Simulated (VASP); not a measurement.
Here is a VASP 6.6.1 calculation.

File INCAR:

```
PREC = Accurate ; ENCUT = 520
EDIFF = 1E-7 ; ISMEAR = -1
SIGMA = 0.02 ; LREAL = Auto
LASPH = T ; NELM = 60
ALGO = Normal ; ISIF = 2
LWAVE = F ; LCHARG = F
GGA = PE ; NBANDS = 164
NELECT = 254.0
```

The input KPOINTS:

```
regular mesh
0
Gamma
  2 2 2
```

POSCAR

```
C62N
1.0
    7.1400000000      0.0000000000      0.0000000000
    0.0000000000      7.1400000000      0.0000000000
    0.0000000000      0.0000000000      7.1400000000
C N
62 1
Direct
    0.5091143845     -0.0056655729      0.0091143845
    0.6244105758      0.1242014258      0.1244105758
    0.7499064678      0.2500317378      0.0000317378
    0.8751864824      0.3748844224      0.1248844224
    0.7512141452      0.0010055376      0.2512141452
    0.8751239584      0.1249515961      0.3751239584
    0.0022385997      0.0012339725     -0.0022741157
    0.1281539887      0.1263930728      0.1223712359
    0.2443344271      0.2591143845      0.0091143845
    0.3742014258      0.3744105758      0.1244105758
    0.5000317378      0.4999064678      0.0000317378
    0.6248844224      0.6251864824      0.1248844224
    0.7507070460      0.7497138012     -0.0003841923
    0.8759205970      0.8754147273      0.1240648688
    0.2505706633      0.0005706633      0.2487632953
    0.3750904995      0.1250904995      0.3749928502
    0.5000317378      0.2500317378      0.2499064678
    0.6248844224      0.3748844224      0.3751864824
    0.7499977699      0.4999977699      0.2499977699
    0.8748795822      0.6248795822      0.3748795822
    0.4977258843      0.0012339725      0.5022385997
    0.6223712359      0.1263930728      0.6281539887
    0.7507070460      0.2496158077      0.4997138012
    0.8759205970      0.3740648688      0.6254147273
    0.7487632953      0.0005706633      0.7505706633
    0.8749928502      0.1250904995      0.8750904995
   -0.0002861988      0.5007070460     -0.0003841923
    0.1254147273      0.6259205970      0.1240648688
    0.2512339725      0.7522385997     -0.0022741157
    0.3763930728      0.8781539887      0.1223712359
   -0.0002861988      0.2496158077      0.2507070460
    0.1254147273      0.3740648688      0.3759205970
    0.2510055376      0.5012141452      0.2512141452
    0.3749515961      0.6251239584      0.3751239584
    0.4996158077      0.7497138012      0.2507070460
    0.6240648688      0.8754147273      0.3759205970
   -0.0014018711     -0.0003072819      0.4985981289
    0.1252817582      0.1191134086      0.6252817582
    0.2512339725      0.2477258843      0.5022385997
    0.3763930728      0.3723712359      0.6281539887
    0.4996158077      0.5007070460      0.4997138012
    0.6240648688      0.6259205970      0.6254147273
    0.7492108014      0.7501916943      0.5001916943
    0.8736514983      0.8749546691      0.6249546691
    0.5091143845      0.2591143845      0.7443344271
    0.6244105758      0.3744105758      0.8742014258
    0.7512141452      0.5012141452      0.7510055376
    0.8751239584      0.6251239584      0.8749515961
    0.0001916943      0.7501916943      0.2492108014
    0.1249546691      0.8749546691      0.3736514983
    0.0001916943      0.4992108014      0.5001916943
    0.1249546691      0.6236514983      0.6249546691
    0.2496927181      0.7485981289      0.4985981289
    0.3691134086      0.8752817582      0.6252817582
    0.0022385997      0.2477258843      0.7512339725
    0.1281539887      0.3723712359      0.8763930728
    0.2505706633      0.4987632953      0.7505706633
    0.3750904995      0.6249928502      0.8750904995
    0.4977258843      0.7522385997      0.7512339725
    0.6223712359      0.8781539887      0.8763930728
   -0.0014018711      0.7485981289      0.7496927181
    0.1252817582      0.8752817582      0.8691134086
    0.2390716607     -0.0109283393      0.7390716607
```

Potentials or basis: VASP PAW PBE potentials, release 64 (C, N).

Launch:

```console
$ cat potpaw_PBE.64/C/POTCAR potpaw_PBE.64/N/POTCAR > POTCAR
$ mpirun -np 1 vasp_std > vasp.out
```

(1) Estimate the largest force.

## Answers

(1) 0.061 eV/Å.

Caveat: the k points lie up to 0.44 Å⁻¹ apart; the cell carries a net charge on a neutralising background, which shifts energy and pressure.
